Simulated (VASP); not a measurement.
# TiSi16 (a cell with a defect) in VASP: notebook

The runs below take TiSi16 (a cell with a defect) through single point, with PBEsol.

Program: VASP 6.6.1. These are calculated values, not measurements. Logs are shortened: lines on timing, memory, paths and dates and some standing lists are left out, and cuts for length are marked.

## (1) The cell of the first run

The cell holds a defect, 17 atoms: a = 7.679 Å, b = 7.679 Å, c = 7.679 Å, α = 60.00°, β = 60.00°, γ = 60.00°.

## (2) Single point, PBEsol

INCAR reads:

```
SYSTEM = TiSi16
PREC     = Accurate       ! precision mode
ENCUT    = 520            ! plane-wave cutoff, eV
EDIFF    = 1E-6           ! SCF threshold, eV
ISMEAR   = -1             ! smearing method
SIGMA    = 0.05           ! smearing width, eV
LREAL    = Auto         
LASPH    = .TRUE.         ! aspherical terms in the spheres
NELM     = 60             ! most SCF steps
ALGO     = Normal         ! electronic algorithm
ISIF     = 2              ! what is computed and relaxed
LWAVE    = .FALSE.        ! write WAVECAR
LCHARG   = .FALSE.        ! write CHGCAR
GGA      = PS             ! functional
NBANDS   = 52             ! bands
```

KPOINTS reads:

```
regular mesh
0
G
  2 2 2
  0 0 0
```

POSCAR reads:

```
TiSi16
1.0
    0.0000000000      5.4300000000      5.4300000000
    5.4300000000      0.0000000000      5.4300000000
    5.4300000000      5.4300000000      0.0000000000
Si Ti
16 1
Direct
    0.0031804442      0.0032974504     -0.0093367477
    0.1270551633      0.1271496741      0.1131278099
    0.0069398076      0.0070283124      0.4865943493
    0.1265348303      0.1266511451      0.6206067604
    0.0072913435      0.5004502958     -0.0077940411
    0.1270378824      0.6331004099      0.1131070104
    0.0069107882      0.4998693403      0.4865898910
    0.1403388111      0.6248765262      0.6103022861
    0.5003465141      0.0073969530     -0.0077983567
    0.6329857512      0.1271436231      0.1131045624
    0.4997542260      0.0070156104      0.4865841148
    0.6247810928      0.1404382369      0.6102831522
    0.5003575019      0.5004637173     -0.0077951372
    0.6250972961      0.6251992375      0.1249193151
    0.5039978925      0.5040995588      0.4882297961
    0.6247682513      0.6248791191      0.6103283976
    0.7538158035      0.7539180898      0.7387591374
```

Potentials or basis: VASP PAW PBE potentials, release 64 (Si, Ti_sv).

Launch:

```
cat potpaw_PBE.64/Si/POTCAR potpaw_PBE.64/Ti_sv/POTCAR > POTCAR
mpirun -np 1 vasp_std > vasp.out
```

OUTCAR:

```text
SYSTEM = TiSi16
   PREC = Accurate
   ENCUT = 520
   EDIFF = 1E-6
   ISMEAR = -1
   LREAL = Auto
   LASPH = .TRUE.
   NELM = 60
   ISIF = 2
   GGA = PS

 ion  position               nearest neighbor table
   1  0.003  0.003  0.991-   4 2.32   2 2.32  10 2.32   6 2.32
   2  0.127  0.127  0.113-   1 2.32   9 2.34   5 2.34   3 2.34
   3  0.007  0.007  0.487-   4 2.34   2 2.34   8 2.40  12 2.40  17 2.75
   4  0.127  0.127  0.621-   1 2.32   7 2.34  11 2.34   3 2.34
   5  0.007  0.500  0.992-   6 2.34   2 2.34   8 2.39  14 2.40  17 2.75
   6  0.127  0.633  0.113-   1 2.32   5 2.34  13 2.34   7 2.34
   7  0.007  0.500  0.487-   4 2.34   6 2.34  16 2.40   8 2.40  17 2.75
   8  0.140  0.625  0.610-  15 2.28   5 2.39   7 2.40   3 2.40  17 2.42
   9  0.500  0.007  0.992-  10 2.34   2 2.34  12 2.39  14 2.40  17 2.75
  10  0.633  0.127  0.113-   1 2.32   9 2.34  13 2.34  11 2.34
  11  0.500  0.007  0.487-   4 2.34  10 2.34  16 2.40  12 2.40  17 2.75
  12  0.625  0.140  0.610-  15 2.28   9 2.39  11 2.40   3 2.40  17 2.42
  13  0.500  0.500  0.992-   6 2.34  10 2.34  16 2.39  14 2.40  17 2.75
  14  0.625  0.625  0.125-  15 2.28  13 2.40   5 2.40   9 2.40  17 2.42
  15  0.504  0.504  0.488-  14 2.28  16 2.28   8 2.28  12 2.28
  16  0.625  0.625  0.610-  15 2.28  13 2.39  11 2.40   7 2.40  17 2.42
  17  0.754  0.754  0.739-  14 2.42  16 2.42  12 2.42   8 2.42   7 2.75   3 2.75  11 2.75  13 2.75
                             9 2.75   5 2.75

  LATTYP: Found a face centered cubic cell.
 ALAT       =    10.8600000000

  Lattice vectors:

 A1 = (   0.0000000000,   5.4300000000,   5.4300000000)
 A2 = (   5.4300000000,   0.0000000000,   5.4300000000)
 A3 = (   5.4300000000,   5.4300000000,   0.0000000000)

Analysis of symmetry for initial positions (statically):
=====================================================================
 Subroutine PRICEL returns:
 Original cell was already a primitive cell.

 Routine SETGRP: Setting up the symmetry group for a
 face centered cubic supercell.

 Subroutine GETGRP returns: Found  1 space group operations
 (whereof  1 operations were pure point group operations)
 out of a pool of 48 trial point group operations.

The static configuration has the point symmetry C_1 .

Analysis of symmetry for dynamics (positions and initial velocities):
=====================================================================
 Subroutine PRICEL returns:
 Original cell was already a primitive cell.

 Routine SETGRP: Setting up the symmetry group for a
 face centered cubic supercell.

 Subroutine GETGRP returns: Found  1 space group operations
 (whereof  1 operations were pure point group operations)
 out of a pool of 48 trial point group operations.

The dynamic configuration has the point symmetry C_1 .

 Subroutine INISYM returns: Found  1 space group operations
 (whereof  1 operations are pure point group operations),
 and found     1 'primitive' translations

----------------------------------------------------------------------------------------

                                     Primitive cell

  volume of cell :     320.2060

  direct lattice vectors                    reciprocal lattice vectors
     0.000000000  5.430000000  5.430000000    -0.092081031  0.092081031  0.092081031
     5.430000000  0.000000000  5.430000000     0.092081031 -0.092081031  0.092081031
     5.430000000  5.430000000  0.000000000     0.092081031  0.092081031 -0.092081031

  length of vectors
     7.679179644  7.679179644  7.679179644     0.159489025  0.159489025  0.159489025

  position of ions in fractional coordinates (direct lattice)
     0.003180444  0.003297450  0.990663252
     0.127055163  0.127149674  0.113127810
     0.006939808  0.007028312  0.486594349
     0.126534830  0.126651145  0.620606760
     0.007291344  0.500450296  0.992205959
     0.127037882  0.633100410  0.113107010
[... 9 lines left out ...]
     0.624768251  0.624879119  0.610328398
     0.753815803  0.753918090  0.738759137

  ion indices of the primitive-cell ions
   primitive index   ion index
                 1           1
                 2           2
                 3           3
                 4           4
                 5           5
                 6           6
[... 9 lines left out ...]
                16          16
                17          17

----------------------------------------------------------------------------------------

 KPOINTS: regular mesh

Automatic generation of k-mesh.
 Grid dimensions read from file:
 generate k-points for:    2    2    2

 Generating k-lattice:

  Cartesian coordinates                     Fractional coordinates (reciprocal lattice)
    -0.046040516  0.046040516  0.046040516     0.500000000  0.000000000  0.000000000
     0.046040516 -0.046040516  0.046040516     0.000000000  0.500000000  0.000000000
     0.046040516  0.046040516 -0.046040516     0.000000000  0.000000000  0.500000000

  Length of vectors
     0.079744512  0.079744512  0.079744512

  Shift w.r.t. Gamma in fractional coordinates (k-lattice)
     0.000000000  0.000000000  0.000000000

 Subroutine IBZKPT returns following result:
 ===========================================

 Found      8 irreducible k-points:

 Following reciprocal coordinates:
            Coordinates               Weight
  0.000000  0.000000  0.000000      1.000000
  0.500000  0.000000  0.000000      1.000000
  0.000000  0.500000  0.000000      1.000000
  0.000000  0.000000  0.500000      1.000000
  0.500000  0.500000  0.500000      1.000000
  0.500000  0.500000  0.000000      1.000000
  0.000000  0.500000  0.500000      1.000000
  0.500000  0.000000  0.500000      1.000000
   k-points           NKPTS =      8   k-points in BZ     NKDIM =      8   number of bands    NBANDS=     52
   number of dos      NEDOS =    301   number of ions     NIONS =     17
   total plane-waves  NPLWV = 216000
   dimension x,y,z NGX =    60 NGY =   60 NGZ =   60
   dimension x,y,z NGXF=   120 NGYF=  120 NGZF=  120
   ions per type =              16   1
   NGX,Y,Z   is equivalent  to a cutoff of  12.99, 12.99, 12.99 a.u.
   NGXF,Y,Z  is equivalent  to a cutoff of  25.98, 25.98, 25.98 a.u.
 SYSTEM =  TiSi16
   PREC   = accura    normal or accurate (medium, high low for compatibility)
   ISTART =      0    job   : 0-new  1-cont  2-samecut
   ICHARG =      2    charge: 1-file 2-atom 10-const
   ISPIN  =      1    spin polarized calculation?
   LNONCOLLINEAR =      F non collinear calculations
   LSORBIT =      F    spin-orbit coupling
   LASPH  =      T    aspherical Exc in radial PAW
   ENCUT  =  520.0 eV  38.22 Ry    6.18 a.u.  14.28 14.28 14.28*2*pi/ulx,y,z
   NELM   =     60;   NELMIN=  2; NELMDL= -5     # of ELM steps
   EDIFF  = 0.1E-05   stopping-criterion for ELM
   LREAL  =      T    real-space projection
   EDIFFG = 0.1E-04   stopping-criterion for IOM
   NSW    =      0    number of steps for IOM
   IBRION =     -1    ionic relax: 0-MD 1-quasi-New 2-CG
   NFREE  =      0    steps in history (QN), initial steepest desc. (CG)
   ISIF   =      2    stress and relaxation
   ISYM   =      2    0-nonsym 1-usesym 2-fastsym
   POTIM  = 0.5000    time-step for ionic-motion
   TEBEG  =    0.0;   TEEND  =   0.0 temperature during run
   PSTRESS=    0.0 pullay stress
   NELECT =      76.0000    total number of electrons
   NUPDOWN=      -1.0000    fix difference up-down
   EMIN   =  10.00;   EMAX   =-10.00  energy-range for DOS
   EFERMI =   0.00;   METHOD = LEGACY
   ISMEAR =    -1;   SIGMA  =   0.05  broadening in eV -4-tet -1-fermi 0-gaus
   EFERMI_NEDOS =   21; number of points for ismear=-14 and -15
   IALGO  =     38    algorithm
   IMIX   =      4    mixing-type and parameters
     AMIX     =   0.40;   BMIX     =  1.00
     AMIX_MAG =   1.60;   BMIX_MAG =  1.00
  volume/ion in A,a.u.               =      18.84       127.11
  Fermi-wavevector in a.u.,A,eV,Ry     =   1.013607  1.915439 13.978610  1.027399
  Thomas-Fermi vector in A             =   2.146786
   LORBIT       =      0    0 simple, 1 ext, 2 COOP (PROOUT), +10 PAW based schemes
   GGA     = PS    functional components
   LHFCALC =     F    Hartree Fock is set to
   AEXX    =    0.0000 exact exchange contribution
   IVDW    =     0    specifies the selected vdW correction
   LEPSILON=     F    determine dielectric tensor
   LRPA    =     F    only Hartree local field effects (RPA)
 non-spin polarized calculation
  energy-cutoff  :      520.00
  volume of cell :      320.21
 maximum number of plane-waves:      8646
 NGX is ok and might be reduce to    60
   NGX = 29   NGY = 29   NGZ = 29

 number of electron      76.0000003 magnetization

 Free energy of the ion-electron system (eV)
  ---------------------------------------------------
  ext. energy  EPLUGINS =         0.00000000
  ---------------------------------------------------
  free energy    TOTEN  =       -98.37341619 eV

  energy without entropy =      -98.27976879  energy(sigma->0) =      -98.32659249

 E-fermi :   6.8116     XC(G=0):  -9.8809

 val. band max:        6.7806141947   @ k =   0.0000   0.5000   0.5000
 cond. band min:       6.8541998888   @ k =   0.0000   0.0000   0.5000
 fundamental gap:      0.0735856940
 Fermi energy:         6.8116061177

 k-point     1 :       0.0000    0.0000    0.0000
  band No.  band energies     occupation
      1     -49.7091      2.00000
      2     -26.1882      2.00000
      3     -26.1882      2.00000
      4     -26.1869      2.00000
      5      -5.7872      2.00000
      6      -3.5622      2.00000
[... 42 lines left out ...]
     49       8.0827      0.00000
     50       8.3915      0.00000

 k-point     2 :       0.5000    0.0000    0.0000
  band No.  band energies     occupation
      1     -49.7091      2.00000
      2     -26.1882      2.00000
      3     -26.1882      2.00000
      4     -26.1869      2.00000
      5      -5.0769      2.00000
      6      -4.8643      2.00000
[... 310 lines left out ...]
 k-point     8 :       0.5000    0.0000    0.5000
  band No.  band energies     occupation
      1     -49.7091      2.00000
      2     -26.1882      2.00000
      3     -26.1882      2.00000
      4     -26.1869      2.00000
      5      -4.7529      2.00000
      6      -4.6674      2.00000
[... 42 lines left out ...]
     49       9.7608      0.00000
     50      10.4215      0.00000
 [bands above 50 left out]

------------------------ aborting loop because EDIFF is reached ----------------------------------------

  FORCE on cell =-STRESS in cart. coord.  units (eV):
  Direction    XX          YY          ZZ          XY          YZ          ZX
  --------------------------------------------------------------------------------------
  -------------------------------------------------------------------------------------
  Total        4.1628727      4.1602362      4.1567874     -0.0015321      0.0094203      0.0073361
  in kB       20.8292786     20.8160867     20.7988304     -0.0076661      0.0471351      0.0367068
  external PRESSURE =      20.8147319 kB  Pullay stress =       0.0000000 kB

 VOLUME and BASIS-vectors are now :
 -----------------------------------------------------------------------------
  energy-cutoff  :      520.00
  volume of cell :      320.21
      direct lattice vectors                 reciprocal lattice vectors
     0.000000000  5.430000000  5.430000000    -0.092081031  0.092081031  0.092081031
     5.430000000  0.000000000  5.430000000     0.092081031 -0.092081031  0.092081031
     5.430000000  5.430000000  0.000000000     0.092081031  0.092081031 -0.092081031

 POSITION                                       TOTAL-FORCE (eV/Angst)
 -----------------------------------------------------------------------------------
      5.39721      5.39657      0.03517         0.002029      0.002838     -0.003317
      1.30471      1.30419      1.38033         0.022620      0.022107      0.016609
      2.68037      2.67989      0.07585        -0.003231     -0.003952     -0.005102
      4.05761      4.05698      1.37480        -0.028389     -0.028365      0.026714
      8.10512      5.42727      2.75704         0.000799     -0.006883     -0.000878
      4.05191      1.30399      4.12755        -0.016275      0.024019     -0.021280
[... 9 lines left out ...]
      6.70718      6.70657      6.78559        -0.002984     -0.003054     -0.004104
      8.10524      8.10468      8.18700        -0.003368     -0.002445      0.001981
 -----------------------------------------------------------------------------------
    total drift:                               -0.014863     -0.014960      0.010433

  FREE ENERGIE OF THE ION-ELECTRON SYSTEM (eV)
  ---------------------------------------------------
  free  energy   TOTEN  =       -98.3734161884 eV

  energy  without entropy=      -98.2797687892  energy(sigma->0) =      -98.32659249
```

Wall time 2.2 min (1 thread of Intel Xeon 6975P-C (Granite Rapids), shared host); peak memory 0.49 GiB.

What came out:

| Quantity | Value |
| --- | --- |
| Free energy | -98.3734 eV |
| Pressure | 2.1 GPa |
| Largest force | 0.048 eV/Å |
| Band gap on the k mesh | zero (bands 38 and 39 overlap by 0.41 eV) |

Forces in eV/Å, atoms in the order of the input:
```
Si   0.002  0.003 -0.003
Si   0.023  0.022  0.017
Si  -0.003 -0.004 -0.005
Si  -0.028 -0.028  0.027
Si   0.001 -0.007 -0.001
Si  -0.016  0.024 -0.021
Si   0.005 -0.005  0.005
Si  -0.003  0.004  0.003
Si  -0.008  0.001  0.000
Si   0.024 -0.016 -0.021
Si  -0.004  0.005  0.005
Si   0.004 -0.002  0.003
Si   0.002  0.002  0.005
Si  -0.001 -0.001  0.000
Si   0.009  0.009 -0.010
Si  -0.003 -0.003 -0.004
Ti  -0.003 -0.002  0.002
```

Levels at points of the mesh, in eV from the Fermi level:
| k point | band 34 | band 35 | band 36 | band 37 | band 38 | band 39 | band 40 | band 41 |
| --- | --- | --- | --- | --- | --- | --- | --- | --- |
| (0.00, 0.00, 0.00) | -0.94 | -0.94 | -0.94 | -0.37 | -0.37 | -0.37 | -0.12 | -0.12 |
| (0.50, 0.00, 0.00) | -1.92 | -1.29 | -1.29 | -0.26 | 0.04 | 0.05 | 0.45 | 0.45 |
| (0.00, 0.50, 0.00) | -1.92 | -1.29 | -1.29 | -0.26 | 0.04 | 0.05 | 0.45 | 0.45 |
| (0.00, 0.00, 0.50) | -1.92 | -1.29 | -1.29 | -0.26 | 0.04 | 0.04 | 0.45 | 0.45 |
| (0.50, 0.50, 0.50) | -1.92 | -1.29 | -1.29 | -0.26 | 0.04 | 0.05 | 0.45 | 0.45 |
| (0.50, 0.50, 0.00) | -1.93 | -1.93 | -1.81 | -0.70 | -0.03 | 0.60 | 0.60 | 1.10 |
| (0.00, 0.50, 0.50) | -1.93 | -1.93 | -1.81 | -0.70 | -0.03 | 0.60 | 0.60 | 1.10 |
| (0.50, 0.00, 0.50) | -1.93 | -1.93 | -1.81 | -0.70 | -0.03 | 0.60 | 0.60 | 1.10 |

Caveat: the k points lie up to 0.50 Å⁻¹ apart; the PAW data sets were made with another functional, which shifts forces and pressure a little.

[end of part 1 of 2]
